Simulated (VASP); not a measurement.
Input of a VASP 6.6.1 run:

The input INCAR:

```
PREC = Accurate
ENCUT = 520
EDIFF = 1E-6
ISMEAR = 0
SIGMA = 0.1
LREAL = False
LASPH = True
NELM = 150
ALGO = Normal
ISIF = 2
LWAVE = False
LCHARG = True
ISPIN = 2
MAGMOM = 4 0 0 0 0 0
LORBIT = 11
LMAXMIX = 4
GGA = PE
LELF = True
LVHAR = True
NBANDS = 36
```

File KPOINTS:

```
Automatic mesh
0
Gamma
  4 4 4
```

POSCAR

```
FeBiO4
1.0
    0.0000000000      3.6491989826      3.6491989826
    3.6491989826      0.0000000000      3.6491989826
    3.6491989826      3.6491989826      0.0000000000
Fe Bi O
1 1 4
Direct
    0.0000000000      0.0000000000      0.0000000000
    0.5000000000      0.5000000000      0.5000000000
    0.1294293916      0.6117118252      0.1294293916
    0.1294293916      0.1294293916      0.6117118252
    0.6117118252      0.1294293916      0.1294293916
    0.1294293916      0.1294293916      0.1294293916
```

Potentials or basis: VASP PAW PBE potentials, release 64 (Fe, Bi_d, O).

Command:

```bash
$ cat potpaw_PBE.64/Fe/POTCAR potpaw_PBE.64/Bi_d/POTCAR potpaw_PBE.64/O/POTCAR > POTCAR
$ mpirun -np 1 vasp_std > vasp.out
```

Question: What does it give for the largest force?

Answer: 0.493 eV/Å.

Question: Estimate the site moments.

Answer: Fe +0.50; Bi -0.04; O +0.04 μB.

Forces on the atoms (eV/Å):
```
Fe   0.000  0.000  0.000
Bi   0.000  0.000  0.000
O   -0.285  0.285 -0.285
O   -0.285 -0.285  0.285
O    0.285 -0.285 -0.285
O    0.285  0.285  0.285
```

Caveat: the k points lie up to 0.37 Å⁻¹ apart; a cell with one magnetic atom can't hold antiferromagnetic order, which such compounds often take.
